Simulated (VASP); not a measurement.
# MgSe: single point with PBE+D4

Crystal: MgSe.

```
Mg Se
1.0
     0.00000    2.73989    2.73989
     2.73989    0.00000    2.73989
     2.73989    2.73989    0.00000
Mg Se
1 1
Cartesian
  0.0000 0.0000 0.0000
  2.7399 2.7399 2.7399
```

```
Program                : VASP 6.6.1
Task                   : single point
Functional             : PBE
Dispersion             : D4
Potentials or basis    : VASP PAW PBE potentials, release 64 (Mg, Se)
Cutoff                 : 600 eV
k mesh                 : 8 × 8 × 8
Occupations            : gaussian, width 0.05 eV
Spin                   : no spin polarisation
Dipole correction      : no
Further INCAR settings : ALGO = Normal; EDIFF = 1e-06; NBANDS = 11
```

```yaml
Pressure: -1.4 GPa
Band_gap_on_the_k_mesh: 1.78 eV (least direct gap 2.49 eV)
Dispersion_energy_per_atom: -0.300 eV
```

Levels at points of the mesh, in eV from the valence-band top:
| k point | band 1 | band 2 | band 3 | band 4 | band 5 | band 6 | band 7 | band 8 |
| --- | --- | --- | --- | --- | --- | --- | --- | --- |
| (0.00, 0.00, 0.00) | -12.86 | 0.00 | 0.00 | 0.00 | 2.49 | 7.42 | 7.42 | 7.42 |
| (0.50, 0.00, 0.00) | -11.77 | -4.87 | -0.56 | -0.56 | 3.81 | 6.08 | 6.08 | 8.50 |
| (0.50, 0.50, 0.00) | -11.46 | -4.18 | -1.75 | -1.75 | 1.78 | 4.01 | 11.60 | 12.04 |

Wall time 11 s on 1 thread of AMD EPYC 7R13 Processor (Zen 3), on a shared host, peak memory 0.15 GiB.

A k mesh can miss the band edges. As with any semilocal functional, this PBE gap is likely too small.
